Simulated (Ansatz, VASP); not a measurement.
**One calculation of HgH3, two programs**

```
CELL_PARAMETERS angstrom
5.08304 0.00000 0.00000
-2.54152 4.40204 0.00000
0.00000 0.00000 3.68414
ATOMIC_POSITIONS crystal
Hg 0.00000 0.00000 0.00000
H 0.00000 0.00000 0.50000
H 0.66667 0.33333 0.39782
H 0.66667 0.33333 0.60218
```

Change from the starting cell: species swapped into the Tb3Pr type (P-6m2, No. 187).

Alike in both runs: task relaxation of cell and atoms; functional PBE; k mesh 6 × 6 × 6; occupations gaussian, width 0.1 eV; no spin polarisation.

|  | VASP | Ansatz |
| --- | --- | --- |
| version | VASP 6.6.1 | Ansatz 0.2.0 |
| potentials or method | VASP PAW PBE potentials, release 64 (Hg_sv_GW, H), cutoff 550 eV | scalar-relativistic, plane waves, PAW |
| valence electrons in the cell | 23 | 23 |

|  | VASP | Ansatz | Ansatz less VASP |
| --- | --- | --- | --- |
| gap on the k mesh at the Fermi level, each at its own relaxed structure (eV) | none | none | - |
| relaxed volume (Å³/atom) | 21.28 | 23.81 | +2.534 |
| relaxed length of the cell vector where the two differ most in proportion (Å) | 5.088 | 5.379 | +0.2908 |

A gap of «none» marks a metal or a gap that the smearing closes. One of these differences is far larger than is usual between the two programs; its cause wasn't traced.

Spin-orbit coupling is off throughout.
